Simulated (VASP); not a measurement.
# Te2Pb3Se (P-3m1) in VASP: further runs, part 2 of 2

VASP 6.6.1. Earlier steps stand in the parts before.

### 4 Relaxation of shape and atoms at fixed volume, PBE (volume scaled by 0.97)

File INCAR:

```
SYSTEM = Te2Pb3Se
ALGO = Normal ; EDIFF = 1E-6
EDIFFG = -0.01 ; ENCUT = 600
GGA = PE ; IBRION = 2
ISIF = 4 ; ISMEAR = 0
LASPH = .True. ; LCHARG = .False.
LREAL = .False. ; LWAVE = .False.
NELM = 100 ; NSW = 50
PREC = Accurate ; SIGMA = 0.02
```

File KPOINTS:

```
k-points
0
Gamma
  6 6 4
  0 0 0
```

File POSCAR:

```
Te2Pb3Se
1.0
    4.5141895487      0.0000000000      0.0000000000
   -2.2570947743      3.9094028266      0.0000000000
    0.0000000000      0.0000000000     11.0592082243
Te Pb Se
2 3 1
Direct
    0.3333333333      0.6666666667      0.6733831135
    0.6666666667      0.3333333333      0.3266168865
    0.6666666667      0.3333333333      0.8473269858
    0.0000000000      0.0000000000      0.5000000000
    0.3333333333      0.6666666667      0.1526730142
    0.0000000000      0.0000000000      0.0000000000
```

Potentials or basis: VASP PAW PBE potentials, release 64 (Te, Pb_d, Se).

Started as:

```bash
$ cat potpaw_PBE.64/Te/POTCAR potpaw_PBE.64/Pb_d/POTCAR potpaw_PBE.64/Se/POTCAR > POTCAR
$ mpirun -np 1 vasp_std > vasp.out
```

OUTCAR:

```text
SYSTEM = Te2Pb3Se
   EDIFF = 1E-6
   EDIFFG = -0.01
   ENCUT = 600
   GGA = PE
   IBRION = 2
   ISIF = 4
   ISMEAR = 0
   LASPH = .True.
   LREAL = .False.
   NELM = 100
   NSW = 50
   PREC = Accurate

 ion  position               nearest neighbor table
   1  0.333  0.667  0.673-   4 3.24   4 3.24   4 3.24   3 3.24   3 3.24   3 3.24
   2  0.667  0.333  0.327-   4 3.24   4 3.24   4 3.24   5 3.24   5 3.24   5 3.24
   3  0.667  0.333  0.847-   6 3.11   6 3.11   6 3.11   1 3.24   1 3.24   1 3.24
   4  0.000  0.000  0.500-   1 3.24   2 3.24   1 3.24   2 3.24   2 3.24   1 3.24
   5  0.333  0.667  0.153-   6 3.11   6 3.11   6 3.11   2 3.24   2 3.24   2 3.24
   6  0.000  0.000  0.000-   3 3.11   5 3.11   5 3.11   3 3.11   3 3.11   5 3.11

  LATTYP: Found a hexagonal cell.
 ALAT       =     4.5141895487
 C/A-ratio  =     2.4498767952

  Lattice vectors:

 A1 = (   4.5141895487,   0.0000000000,   0.0000000000)
 A2 = (  -2.2570947743,   3.9094028266,   0.0000000000)
 A3 = (   0.0000000000,   0.0000000000,  11.0592082243)

Analysis of symmetry for initial positions (statically):
=====================================================================
 Subroutine PRICEL returns:
 Original cell was already a primitive cell.

 Routine SETGRP: Setting up the symmetry group for a
 hexagonal supercell.

 Subroutine GETGRP returns: Found 12 space group operations
 (whereof 12 operations were pure point group operations)
 out of a pool of 24 trial point group operations.

The static configuration has the point symmetry D_3d.

Analysis of symmetry for dynamics (positions and initial velocities):
=====================================================================
 Subroutine PRICEL returns:
 Original cell was already a primitive cell.

 Routine SETGRP: Setting up the symmetry group for a
 hexagonal supercell.

 Subroutine GETGRP returns: Found 12 space group operations
 (whereof 12 operations were pure point group operations)
 out of a pool of 24 trial point group operations.

The dynamic configuration has the point symmetry D_3d.

 Subroutine INISYM returns: Found 12 space group operations
 (whereof 12 operations are pure point group operations),
 and found     1 'primitive' translations

----------------------------------------------------------------------------------------

                                     Primitive cell

  volume of cell :     195.1705

  direct lattice vectors                    reciprocal lattice vectors
     4.514189549  0.000000000  0.000000000     0.221523706  0.127896771  0.000000000
    -2.257094774  3.909402827  0.000000000     0.000000000  0.255793543  0.000000000
     0.000000000  0.000000000 11.059208224     0.000000000  0.000000000  0.090422386

  length of vectors
     4.514189549  4.514189549 11.059208224     0.255793543  0.255793543  0.090422386

  position of ions in fractional coordinates (direct lattice)
     0.333333333  0.666666667  0.673383114
     0.666666667  0.333333333  0.326616886
     0.666666667  0.333333333  0.847326986
     0.000000000  0.000000000  0.500000000
     0.333333333  0.666666667  0.152673014
     0.000000000  0.000000000  0.000000000

  ion indices of the primitive-cell ions
[... 35 lines left out ...]
            Coordinates               Weight
  0.000000  0.000000  0.000000      1.000000
  0.166667  0.000000  0.000000      6.000000
  0.333333 -0.000000  0.000000      6.000000
  0.500000 -0.000000  0.000000      3.000000
  0.166667  0.166667  0.000000      6.000000
  0.333333  0.166667  0.000000     12.000000
[... 16 lines left out ...]
  0.333333  0.166667  0.500000     12.000000
  0.333333  0.333333  0.500000      2.000000
   k-points           NKPTS =     24   k-points in BZ     NKDIM =     24   number of bands    NBANDS=     36
   number of dos      NEDOS =    301   number of ions     NIONS =      6
   total plane-waves  NPLWV = 116640
   dimension x,y,z NGX =    36 NGY =   36 NGZ =   90
   dimension x,y,z NGXF=    72 NGYF=   72 NGZF=  180
   ions per type =               2   3   1
   NGX,Y,Z   is equivalent  to a cutoff of  13.26, 13.26, 13.53 a.u.
   NGXF,Y,Z  is equivalent  to a cutoff of  26.52, 26.52, 27.06 a.u.
 SYSTEM =  Te2Pb3Se
   PREC   = accura    normal or accurate (medium, high low for compatibility)
   ISTART =      0    job   : 0-new  1-cont  2-samecut
   ICHARG =      2    charge: 1-file 2-atom 10-const
   ISPIN  =      1    spin polarized calculation?
   LNONCOLLINEAR =      F non collinear calculations
   LSORBIT =      F    spin-orbit coupling
   LASPH  =      T    aspherical Exc in radial PAW
   ENCUT  =  600.0 eV  44.10 Ry    6.64 a.u.   9.02  9.02 22.09*2*pi/ulx,y,z
   NELM   =    100;   NELMIN=  2; NELMDL= -5     # of ELM steps
   EDIFF  = 0.1E-05   stopping-criterion for ELM
   LREAL  =      F    real-space projection
   EDIFFG = -.1E-01   stopping-criterion for IOM
   NSW    =     50    number of steps for IOM
   IBRION =      2    ionic relax: 0-MD 1-quasi-New 2-CG
   NFREE  =      1    steps in history (QN), initial steepest desc. (CG)
   ISIF   =      4    stress and relaxation
   ISYM   =      2    0-nonsym 1-usesym 2-fastsym
   POTIM  = 0.5000    time-step for ionic-motion
   TEBEG  =    0.0;   TEEND  =   0.0 temperature during run
   PSTRESS=    0.0 pullay stress
   NELECT =      60.0000    total number of electrons
   NUPDOWN=      -1.0000    fix difference up-down
   EMIN   =  10.00;   EMAX   =-10.00  energy-range for DOS
   EFERMI =   0.00;   METHOD = LEGACY
   ISMEAR =     0;   SIGMA  =   0.02  broadening in eV -4-tet -1-fermi 0-gaus
   EFERMI_NEDOS =   21; number of points for ismear=-14 and -15
   IALGO  =     38    algorithm
   IMIX   =      4    mixing-type and parameters
     AMIX     =   0.40;   BMIX     =  1.00
     AMIX_MAG =   1.60;   BMIX_MAG =  1.00
  volume/ion in A,a.u.               =      32.53       219.51
  Fermi-wavevector in a.u.,A,eV,Ry     =   1.104894  2.087946 16.609858  1.220790
  Thomas-Fermi vector in A             =   2.241373
   LORBIT       =      0    0 simple, 1 ext, 2 COOP (PROOUT), +10 PAW based schemes
   GGA     = PE    functional components
   LHFCALC =     F    Hartree Fock is set to
   AEXX    =    0.0000 exact exchange contribution
   IVDW    =     0    specifies the selected vdW correction
   LEPSILON=     F    determine dielectric tensor
   LRPA    =     F    only Hartree local field effects (RPA)
 conjugate gradient relaxation of ions
 non-spin polarized calculation
 Gauss-broadening in eV      SIGMA  =   0.02
  energy-cutoff  :      600.00
  volume of cell :      195.17
 maximum number of plane-waves:      6582
   NGX = 17   NGY = 17   NGZ = 45

 number of electron      60.0000011 magnetization

 Free energy of the ion-electron system (eV)
  ---------------------------------------------------
  ext. energy  EPLUGINS =         0.00000000
  ---------------------------------------------------
  free energy    TOTEN  =       -23.18210094 eV

  energy without entropy =      -23.18210094  energy(sigma->0) =      -23.18210094

 E-fermi :   5.3518     XC(G=0):  -9.3046

 val. band max:        5.2584565665   @ k =   0.0000   0.0000   0.5000
 cond. band min:       5.8790592677   @ k =   0.5000  -0.0000   0.5000
 fundamental gap:      0.6206027013
 Fermi energy:         5.3518221723

 k-point     1 :       0.0000    0.0000    0.0000
  band No.  band energies     occupation
      1     -11.4908      2.00000
      2     -11.4908      2.00000
      3     -11.4821      2.00000
      4     -11.4821      2.00000
      5     -11.4766      2.00000
      6     -11.4760      2.00000
[... 925 lines left out ...]
     35       9.3929      0.00000
     36       9.9290      0.00000

------------------------ aborting loop because EDIFF is reached ----------------------------------------

  FORCE on cell =-STRESS in cart. coord.  units (eV):
  Direction    XX          YY          ZZ          XY          YZ          ZX
  --------------------------------------------------------------------------------------
  -------------------------------------------------------------------------------------
  Total        1.6272539      1.6272539      1.6216698      0.0000000      0.0000000     -0.0000000
  in kB       13.3583139     13.3583139     13.3124736      0.0000000      0.0000000     -0.0000000
  external PRESSURE =      13.3430338 kB  Pullay stress =       0.0000000 kB

 VOLUME and BASIS-vectors are now :
 -----------------------------------------------------------------------------
  energy-cutoff  :      600.00
  volume of cell :      195.17
      direct lattice vectors                 reciprocal lattice vectors
     4.514189549  0.000000000  0.000000000     0.221523706  0.127896771  0.000000000
    -2.257094774  3.909402827  0.000000000     0.000000000  0.255793543  0.000000000
     0.000000000  0.000000000 11.059208224     0.000000000  0.000000000  0.090422386

 POSITION                                       TOTAL-FORCE (eV/Angst)
 -----------------------------------------------------------------------------------
     -0.00000      2.60627      7.44708         0.000000      0.000000      0.001263
      2.25709      1.30313      3.61212        -0.000000     -0.000000     -0.001263
      2.25709      1.30313      9.37077         0.000000      0.000000      0.007283
      0.00000      0.00000      5.52960         0.000000      0.000000      0.000000
     -0.00000      2.60627      1.68844        -0.000000      0.000000     -0.007283
      0.00000      0.00000      0.00000         0.000000      0.000000      0.000000
 -----------------------------------------------------------------------------------
    total drift:                               -0.000000      0.000000     -0.000000

  FREE ENERGIE OF THE ION-ELECTRON SYSTEM (eV)
  ---------------------------------------------------
  free  energy   TOTEN  =       -23.1821009383 eV

  energy  without entropy=      -23.1821009383  energy(sigma->0) =      -23.18210094

 reached required accuracy - stopping structural energy minimisation
```

Wall time 3.2 min (1 thread of Intel Xeon Platinum 8488C (Sapphire Rapids), shared host); peak memory 0.45 GiB.

Results:

- Free energy: -23.1821 eV
- Pressure after relaxing: 1.3 GPa
- Largest force after relaxing: 0.007 eV/Å
- Band gap on the k mesh: 0.62 eV, indirect (least direct gap 0.64 eV)

Forces on the atoms (eV/Å):
```
Te   0.000  0.000  0.001
Te   0.000  0.000 -0.001
Pb   0.000  0.000  0.007
Pb   0.000  0.000  0.000
Pb   0.000  0.000 -0.007
Se   0.000  0.000  0.000
```

Final structure:
```yaml
crystal:
  lattice:
    - [4.51419, 0.00000, 0.00000]
    - [-2.25709, 3.90940, 0.00000]
    - [0.00000, 0.00000, 11.05921]
  atoms:
    - { symbol: Te, position: [0.33333, 0.66667, 0.67338] }
    - { symbol: Te, position: [0.66667, 0.33333, 0.32662] }
    - { symbol: Pb, position: [0.66667, 0.33333, 0.84733] }
    - { symbol: Pb, position: [0.00000, 0.00000, 0.50000] }
    - { symbol: Pb, position: [0.33333, 0.66667, 0.15267] }
    - { symbol: Se, position: [0.00000, 0.00000, 0.00000] }
```

Caveat: the relaxation stopped at its first step, so nothing moved; spin-orbit coupling is left out, which moves the levels of the heavy elements. A k mesh can miss the band edges.

### 5 Overview

| cell | gap on the mesh (eV) | pressure (GPa) | largest force (eV/Å) |
| --- | --- | --- | --- |
| relaxed from a = 4.420, b = 4.420, c = 10.822 Å, angles 90.0, 90.0, 120.0°, 6 atoms | 0.46 | 4.8 | 0.01 |
| relaxed from a = 4.467, b = 4.467, c = 10.944 Å, angles 90.0, 90.0, 120.0°, 6 atoms | 0.54 | 2.9 | 0.01 |
| relaxed from a = 4.514, b = 4.514, c = 11.059 Å, angles 90.0, 90.0, 120.0°, 6 atoms | 0.62 | 1.3 | 0.01 |

Alike in all rows: task relaxation of shape and atoms at fixed volume; level PBE; potentials or basis VASP PAW PBE potentials, release 64 (Te, Pb_d, Se); no spin polarisation; k mesh 6 × 6 × 4; cutoff (eV) 600; smearing gaussian 0.02 eV.

Caveats: spin-orbit coupling is left out, which moves the levels of the heavy elements; the relaxation stopped at its first step, so nothing moved (some runs).

Absolute energies hang on the potentials; compare differences alone.
